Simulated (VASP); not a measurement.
Runs of VASP 6.6.1 on AlCo (CsCl type). The structure is that of space group Pm-3m (No. 221), or close to it. The cells are those of the table. 

```tsv
cell	gap on the mesh (eV)	pressure (GPa)
a = 2.888 Å, 2 atoms	none	-13.9
a = 2.831 Å, 2 atoms	none	-4.3
a = 2.859 Å, 2 atoms	none	-9.4
a = 2.802 Å, 2 atoms	none	(a)
```

Alike in all rows: task single point; level HSE06; potentials or basis VASP PAW PBE potentials, release 64 (Co_sv, Al); no spin polarisation; k mesh 4 × 4 × 4; cutoff (eV) 510; smearing fermi-dirac 0.1 eV.

Q: Fill in the values left out.

A: (a) 2.0.

Caveats: all runs use coarse meshes; the PAW data sets were made with another functional, which shifts forces and pressure a little; the run has no spin polarisation, though such a crystal can be magnetic.

A gap of «none» marks levels without a gap at the run's occupations.
